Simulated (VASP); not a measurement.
# CuI (P4/nmm) in VASP: notebook

CuI is run at these levels: PBE; tasks: single point.

Program: VASP 6.6.1. These are calculated values, not measurements. Logs are shortened: lines on timing, memory, paths and dates and some standing lists are left out, and cuts for length are marked.

### 1 The cell of the first run

Symmetry: P4/nmm, No. 129, tetragonal system. The conventional cell has a = 4.063 Å, b = 4.063 Å, c = 6.507 Å, α = 90.00°, β = 90.00°, γ = 90.00°. I (site symmetry 4mm) has 4 Cu at 2.63 Å within 3.5 Å. Cu (site symmetry -4m2) has 4 I at 2.63 Å and 4 Cu at 2.87 Å within 3.5 Å.

### 2 Single point, PBE (volume scaled by 0.98)

The input, INCAR:

```
PREC = Accurate ; ENCUT = 520
EDIFF = 1E-7 ; ISMEAR = -1
SIGMA = 0.05 ; LREAL = F
LASPH = T ; NELM = 80
ALGO = Normal ; ISIF = 2
LWAVE = F ; LCHARG = F
GGA = PE ; NBANDS = 26
```

The input, KPOINTS:

```
regular mesh
0
Gamma
  7 7 4
```

The input, POSCAR:

```
CuI
1.0
    4.0627443817      0.0000000000      0.0000000000
    0.0000000000      4.0627443817      0.0000000000
    0.0000000000      0.0000000000      6.5074871981
I Cu
2 2
Direct
    0.0000000000      0.5000000000      0.7430343600
    0.5000000000      0.0000000000      0.2569656400
    0.0000000000      0.0000000000      0.0000000000
    0.5000000000      0.5000000000      0.0000000000
```

Potentials or basis: VASP PAW PBE potentials, release 64 (I, Cu).

Launch:

```
$ cat potpaw_PBE.64/I/POTCAR potpaw_PBE.64/Cu/POTCAR > POTCAR
$ mpirun -np 1 vasp_std > vasp.out
```

OUTCAR:

```text
PREC = Accurate
   ENCUT = 520
   EDIFF = 1E-7
   ISMEAR = -1
   LREAL = F
   LASPH = T
   NELM = 80
   ISIF = 2
   GGA = PE

 ion  position               nearest neighbor table
   1  0.000  0.500  0.743-   3 2.63   4 2.63   3 2.63   4 2.63
   2  0.500  0.000  0.257-   3 2.63   4 2.63   4 2.63   3 2.63
   3  0.000  0.000  0.000-   1 2.63   2 2.63   1 2.63   2 2.63
   4  0.500  0.500  0.000-   1 2.63   2 2.63   2 2.63   1 2.63

  LATTYP: Found a simple tetragonal cell.
 ALAT       =     4.0627443817
 C/A-ratio  =     1.6017466487

  Lattice vectors:

 A1 = (   4.0627443817,   0.0000000000,   0.0000000000)
 A2 = (   0.0000000000,   4.0627443817,   0.0000000000)
 A3 = (   0.0000000000,   0.0000000000,   6.5074871981)

Analysis of symmetry for initial positions (statically):
=====================================================================
 Subroutine PRICEL returns:
 Original cell was already a primitive cell.

 Routine SETGRP: Setting up the symmetry group for a
 simple tetragonal supercell.

 Subroutine GETGRP returns: Found 16 space group operations
 (whereof  8 operations were pure point group operations)
 out of a pool of 16 trial point group operations.

The static configuration has the point symmetry D_2d.
 The point group associated with its full space group is D_4h.

Analysis of symmetry for dynamics (positions and initial velocities):
=====================================================================
 Subroutine PRICEL returns:
 Original cell was already a primitive cell.

 Routine SETGRP: Setting up the symmetry group for a
 simple tetragonal supercell.

 Subroutine GETGRP returns: Found 16 space group operations
 (whereof  8 operations were pure point group operations)
 out of a pool of 16 trial point group operations.

The dynamic configuration has the point symmetry D_2d.
 The point group associated with its full space group is D_4h.

 Subroutine INISYM returns: Found 16 space group operations
 (whereof  8 operations are pure point group operations),
 and found     1 'primitive' translations

----------------------------------------------------------------------------------------

                                     Primitive cell

  volume of cell :     107.4119

  direct lattice vectors                    reciprocal lattice vectors
     4.062744382  0.000000000  0.000000000     0.246139040  0.000000000  0.000000000
     0.000000000  4.062744382  0.000000000     0.000000000  0.246139040  0.000000000
     0.000000000  0.000000000  6.507487198     0.000000000  0.000000000  0.153669146

  length of vectors
     4.062744382  4.062744382  6.507487198     0.246139040  0.246139040  0.153669146

  position of ions in fractional coordinates (direct lattice)
     0.000000000  0.500000000  0.743034360
     0.500000000  0.000000000  0.256965640
     0.000000000  0.000000000  0.000000000
     0.500000000  0.500000000  0.000000000

  ion indices of the primitive-cell ions
   primitive index   ion index
                 1           1
                 2           2
                 3           3
                 4           4

----------------------------------------------------------------------------------------

 KPOINTS: regular mesh

Automatic generation of k-mesh.
 Grid dimensions read from file:
 generate k-points for:    7    7    4

 Generating k-lattice:

  Cartesian coordinates                     Fractional coordinates (reciprocal lattice)
     0.035162720  0.000000000  0.000000000     0.142857143  0.000000000  0.000000000
     0.000000000  0.035162720  0.000000000     0.000000000  0.142857143  0.000000000
     0.000000000  0.000000000  0.038417286     0.000000000  0.000000000  0.250000000

  Length of vectors
     0.035162720  0.035162720  0.038417286

  Shift w.r.t. Gamma in fractional coordinates (k-lattice)
     0.000000000  0.000000000  0.000000000

 Subroutine IBZKPT returns following result:
 ===========================================

 Found     30 irreducible k-points:

 Following reciprocal coordinates:
            Coordinates               Weight
  0.000000  0.000000  0.000000      1.000000
  0.142857  0.000000  0.000000      4.000000
  0.285714  0.000000  0.000000      4.000000
  0.428571  0.000000  0.000000      4.000000
  0.142857  0.142857  0.000000      4.000000
  0.285714  0.142857  0.000000      8.000000
[... 16 lines left out ...]
  0.285714  0.000000  0.500000      4.000000
  0.428571  0.000000  0.500000      4.000000
 [... further k-points ...]
   k-points           NKPTS =     30   k-points in BZ     NKDIM =     30   number of bands    NBANDS=     26
   number of dos      NEDOS =    301   number of ions     NIONS =      4
   total plane-waves  NPLWV =  43200
   dimension x,y,z NGX =    30 NGY =   30 NGZ =   48
   dimension x,y,z NGXF=    60 NGYF=   60 NGZF=   96
   ions per type =               2   2
   NGX,Y,Z   is equivalent  to a cutoff of  12.28, 12.28, 12.26 a.u.
   NGXF,Y,Z  is equivalent  to a cutoff of  24.55, 24.55, 24.52 a.u.
 SYSTEM =  unknown system
   PREC   = accura    normal or accurate (medium, high low for compatibility)
   ISTART =      0    job   : 0-new  1-cont  2-samecut
   ICHARG =      2    charge: 1-file 2-atom 10-const
   ISPIN  =      1    spin polarized calculation?
   LNONCOLLINEAR =      F non collinear calculations
   LSORBIT =      F    spin-orbit coupling
   LASPH  =      T    aspherical Exc in radial PAW
   ENCUT  =  520.0 eV  38.22 Ry    6.18 a.u.   7.55  7.55 12.10*2*pi/ulx,y,z
   NELM   =     80;   NELMIN=  2; NELMDL= -5     # of ELM steps
   EDIFF  = 0.1E-06   stopping-criterion for ELM
   LREAL  =      F    real-space projection
   EDIFFG = 0.1E-05   stopping-criterion for IOM
   NSW    =      0    number of steps for IOM
   IBRION =     -1    ionic relax: 0-MD 1-quasi-New 2-CG
   NFREE  =      0    steps in history (QN), initial steepest desc. (CG)
   ISIF   =      2    stress and relaxation
   ISYM   =      2    0-nonsym 1-usesym 2-fastsym
   POTIM  = 0.5000    time-step for ionic-motion
   TEBEG  =    0.0;   TEEND  =   0.0 temperature during run
   PSTRESS=    0.0 pullay stress
   NELECT =      36.0000    total number of electrons
   NUPDOWN=      -1.0000    fix difference up-down
   EMIN   =  10.00;   EMAX   =-10.00  energy-range for DOS
   EFERMI =   0.00;   METHOD = LEGACY
   ISMEAR =    -1;   SIGMA  =   0.05  broadening in eV -4-tet -1-fermi 0-gaus
   EFERMI_NEDOS =   21; number of points for ismear=-14 and -15
   IALGO  =     38    algorithm
   IMIX   =      4    mixing-type and parameters
     AMIX     =   0.40;   BMIX     =  1.00
     AMIX_MAG =   1.60;   BMIX_MAG =  1.00
  volume/ion in A,a.u.               =      26.85       181.21
  Fermi-wavevector in a.u.,A,eV,Ry     =   1.137169  2.148937 17.594409  1.293153
  Thomas-Fermi vector in A             =   2.273874
   LORBIT       =      0    0 simple, 1 ext, 2 COOP (PROOUT), +10 PAW based schemes
   GGA     = PE    functional components
   LHFCALC =     F    Hartree Fock is set to
   AEXX    =    0.0000 exact exchange contribution
   IVDW    =     0    specifies the selected vdW correction
   LEPSILON=     F    determine dielectric tensor
   LRPA    =     F    only Hartree local field effects (RPA)
 non-spin polarized calculation
  energy-cutoff  :      520.00
  volume of cell :      107.41
 maximum number of plane-waves:      2916
 NGX is ok and might be reduce to    30
   NGX = 15   NGY = 15   NGZ = 25

 number of electron      35.9999958 magnetization

 Free energy of the ion-electron system (eV)
  ---------------------------------------------------
  ext. energy  EPLUGINS =         0.00000000
  ---------------------------------------------------
  free energy    TOTEN  =       -11.05755326 eV

  energy without entropy =      -11.05755326  energy(sigma->0) =      -11.05755326

 E-fermi :   5.5153     XC(G=0):  -9.0712

 val. band max:        4.6468272974   @ k =   0.0000   0.0000   0.0000
 cond. band min:       6.3036980629   @ k =   0.0000   0.0000   0.0000
 fundamental gap:      1.6568707655
 Fermi energy:         5.5153012488

 k-point     1 :       0.0000    0.0000    0.0000
  band No.  band energies     occupation
      1      -9.3726      2.00000
      2      -8.6511      2.00000
      3      -1.2512      2.00000
      4       0.7792      2.00000
      5       0.9793      2.00000
      6       0.9793      2.00000
[... 18 lines left out ...]
     25      13.1163      0.00000
     26      13.4175      0.00000

 k-point     2 :       0.1429    0.0000    0.0000
  band No.  band energies     occupation
      1      -9.2937      2.00000
      2      -8.6316      2.00000
      3      -1.1196      2.00000
      4       0.7139      2.00000
      5       0.7403      2.00000
      6       0.9664      2.00000
[... 18 lines left out ...]
     25      12.9326      0.00000
     26      13.3251      0.00000

 k-point     3 :       0.2857    0.0000    0.0000
  band No.  band energies     occupation
      1      -9.0868      2.00000
      2      -8.6082      2.00000
      3      -0.7823      2.00000
      4       0.0112      2.00000
      5       0.2263      2.00000
      6       0.8347      2.00000
[... 18 lines left out ...]
     25      11.6801      0.00000
     26      12.3520      0.00000

 k-point     4 :       0.4286    0.0000    0.0000
  band No.  band energies     occupation
      1      -8.8389      2.00000
      2      -8.6613      2.00000
      3      -0.6077      2.00000
      4      -0.5252      2.00000
      5       0.1436      2.00000
      6       0.5799      2.00000
[... 18 lines left out ...]
     25      11.3730      0.00000
     26      11.4939      0.00000
[... 496 lines left out ...]
      1      -9.1189      2.00000
      2      -8.8448      2.00000
      3      -0.5944      2.00000
      4       0.0150      2.00000
      5       0.7525      2.00000
      6       0.9082      2.00000
[... 18 lines left out ...]
     25      10.7162      0.00000
     26      12.9158      0.00000

 k-point    23 :       0.2857    0.0000    0.5000
  band No.  band energies     occupation
      1      -8.9532      2.00000
      2      -8.7568      2.00000
      3      -0.7822      2.00000
      4      -0.3890      2.00000
      5       0.6774      2.00000
      6       0.8881      2.00000
[... 18 lines left out ...]
     25      11.6562      0.00000
     26      11.7537      0.00000

 k-point    24 :       0.4286    0.0000    0.5000
  band No.  band energies     occupation
      1      -8.7823      2.00000
      2      -8.7100      2.00000
      3      -1.0205      2.00000
      4      -0.9052      2.00000
      5       0.8221      2.00000
      6       0.9006      2.00000
[... 18 lines left out ...]
     25      12.3267      0.00000
     26      12.9927      0.00000

 [... further k-points ...]

------------------------ aborting loop because EDIFF is reached ----------------------------------------

  FORCE on cell =-STRESS in cart. coord.  units (eV):
  Direction    XX          YY          ZZ          XY          YZ          ZX
  --------------------------------------------------------------------------------------
  -------------------------------------------------------------------------------------
  Total        1.5042495      1.5042495      1.7256978      0.0000000      0.0000000      0.0000000
  in kB       22.4376891     22.4376891     25.7408569      0.0000000      0.0000000      0.0000000
  external PRESSURE =      23.5387450 kB  Pullay stress =       0.0000000 kB

 VOLUME and BASIS-vectors are now :
 -----------------------------------------------------------------------------
  energy-cutoff  :      520.00
  volume of cell :      107.41
      direct lattice vectors                 reciprocal lattice vectors
     4.062744382  0.000000000  0.000000000     0.246139040  0.000000000  0.000000000
     0.000000000  4.062744382  0.000000000     0.000000000  0.246139040  0.000000000
     0.000000000  0.000000000  6.507487198     0.000000000  0.000000000  0.153669146

 POSITION                                       TOTAL-FORCE (eV/Angst)
 -----------------------------------------------------------------------------------
      0.00000      2.03137      4.83529         0.000000     -0.000000     -0.337125
      2.03137      0.00000      1.67220         0.000000      0.000000      0.337125
      0.00000      0.00000      0.00000         0.000000      0.000000      0.000000
      2.03137      2.03137      0.00000         0.000000     -0.000000      0.000000
 -----------------------------------------------------------------------------------
    total drift:                                0.000000      0.000000      0.000000

  FREE ENERGIE OF THE ION-ELECTRON SYSTEM (eV)
  ---------------------------------------------------
  free  energy   TOTEN  =       -11.0575532649 eV

  energy  without entropy=      -11.0575532622  energy(sigma->0) =      -11.05755326
```

Wall time 2.3 min (1 thread of Intel Xeon 8259CL, shared host); peak memory 0.24 GiB.

What came out:

| Item | Value |
| --- | --- |
| Free energy | -11.0576 eV |
| Pressure | 2.4 GPa |
| Largest force | 0.337 eV/Å |
| Band gap on the k mesh | 1.66 eV, direct |

Forces on the atoms (eV/Å):
```
I    0.000  0.000 -0.337
I    0.000  0.000  0.337
Cu   0.000  0.000  0.000
Cu   0.000  0.000  0.000
```

Stress tensor (GPa, compression positive):
```
2.24 0.00 0.00
0.00 2.24 0.00
0.00 0.00 2.57
```

Levels at points of the mesh, in eV from the valence-band top:
| k point | band 15 | band 16 | band 17 | band 18 | band 19 | band 20 | band 21 | band 22 |
| --- | --- | --- | --- | --- | --- | --- | --- | --- |
| (0.00, 0.00, 0.00) | -1.21 | -0.81 | 0.00 | 0.00 | 1.66 | 3.06 | 3.36 | 4.98 |
| (0.00, 0.00, 0.50) | -1.35 | -1.21 | -0.29 | -0.29 | 3.25 | 3.34 | 3.52 | 4.38 |

Caveat: the cell differs from its parent crystal (volume scaled by 0.98); spin-orbit coupling is left out, which moves the levels of the heavy elements; this functional lacks dispersion, which binds the layers, so the pressure and a relaxed spacing across them are unreliable.

### 3 Single point, PBE

This run uses another cell than the first one, of 27.40 Å³/atom, 1.020 times its volume.

The input, INCAR:

```
PREC = Accurate ; ENCUT = 520
EDIFF = 1E-6 ; ISMEAR = -1
SIGMA = 0.05 ; LREAL = False
LASPH = True ; NELM = 100
ALGO = Normal ; ISIF = 2
LWAVE = False ; LCHARG = True
GGA = PE ; LELF = True
LVHAR = True ; NBANDS = 26
```

The input, KPOINTS:

```
Automatic mesh
0
Gamma
  7 7 4
```

The input, POSCAR:

```
CuI
1.0
    4.0901961900      0.0000000000      0.0000000000
    0.0000000000      4.0901961900      0.0000000000
    0.0000000000      0.0000000000      6.5514580400
I Cu
2 2
Direct
    0.0000000000      0.5000000000      0.7430343600
    0.5000000000      0.0000000000      0.2569656400
    0.0000000000      0.0000000000      0.0000000000
    0.5000000000      0.5000000000      0.0000000000
```

Potentials or basis: VASP PAW PBE potentials, release 64 (I, Cu).

Launch:

```
$ cat potpaw_PBE.64/I/POTCAR potpaw_PBE.64/Cu/POTCAR > POTCAR
$ mpirun -np 1 vasp_std > vasp.out
```

Wall time 2.2 min (1 thread of Intel Xeon 8259CL, shared host); peak memory 0.24 GiB.

It converged, with:

```
Free energy            : -11.0833 eV
Pressure               : 1.5 GPa
Largest force          : 0.155 eV/Å
Band gap on the k mesh : 1.62 eV, direct
```

Forces on the atoms (eV/Å):
```
I    0.000  0.000 -0.155
I    0.000  0.000  0.155
Cu   0.000  0.000  0.000
Cu   0.000  0.000  0.000
```

Stress tensor (GPa, compression positive):
```
1.36 0.00 0.00
0.00 1.36 0.00
0.00 0.00 1.64
```

Levels at points of the mesh, in eV from the valence-band top:
```
           k point  band 16  band 17  band 18  band 19  band 20  band 21
(0.00, 0.00, 0.00)    -0.78     0.00     0.00     1.62     3.06     3.38
(0.00, 0.00, 0.50)    -1.15    -0.28    -0.28     3.24     3.27     3.52
```

Caveat: spin-orbit coupling is left out, which moves the levels of the heavy elements; this functional lacks dispersion, which binds the layers, so the pressure and a relaxed spacing across them are unreliable.
